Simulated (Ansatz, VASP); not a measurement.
Cd: VASP beside Ansatz

File INCAR:

```
PREC = Accurate
ENCUT = 520
EDIFF = 1E-7
ISMEAR = -1
SIGMA = 0.1
LREAL = False
LASPH = True
NELM = 60
ALGO = Normal
ISIF = 2
LWAVE = False
LCHARG = False
GGA = PS
NBANDS = 12
```

The input KPOINTS:

```
Automatic mesh
0
Gamma
  14 14 14
```

POSCAR

```
Cd
1.0
   -1.7239814117      1.7239814117      1.7239814117
    1.7239814117     -1.7239814117      1.7239814117
    1.7239814117      1.7239814117     -1.7239814117
Cd
1
Direct
    0.0000000000      0.0000000000      0.0000000000
```

Input for Ansatz:

```yaml
crystal:
  lattice:
    - [-1.7239814117, 1.7239814117, 1.7239814117]
    - [1.7239814117, -1.7239814117, 1.7239814117]
    - [1.7239814117, 1.7239814117, -1.7239814117]
  atoms:
    - { symbol: Cd, position: [0.0, 0.0, 0.0] }
hamiltonian:
  xc: pbesol
  pseudopotentials:
    kind: paw
    azcp:
      Cd: "pseudopotentials/Cd.paw.azcp"
basis:
  ecutwfc: 420
  fft_grid_basis: typed
kpoints:
  mp_grid: { grid: [14, 14, 14], shift: [0, 0, 0] }
magnetization:
  spin_polarized: false
scf:
  occupations: { method: fermi_dirac, width: 0.1 }
  lower_state_search: "off"
output:
  stress: true
```

Alike in both runs: task single point; functional PBEsol; k mesh 14 × 14 × 14; occupations fermi-dirac, width 0.1 eV; no spin polarisation.

|  | VASP | Ansatz |
| --- | --- | --- |
| version | VASP 6.6.1 | Ansatz 0.2.0 |
| potentials or method | VASP PAW PBE potentials, release 64 (Cd), cutoff 520 eV | plane waves (420 eV) with PAW, scalar-relativistic |
| valence electrons in the cell | 12 | 20 |

Ansatz gave:

```
pressure (GPa) : 2.4
```

Task: Which values does VASP return?

Result: Pressure (GPa): 2.7.

VASP's potentials were made for PBE, not for PBEsol, and Ansatz warns of the same on its side. VASP's potentials hold 12 valence electrons a cell and Ansatz's 20, so a difference there can come from the potentials and not from the codes.
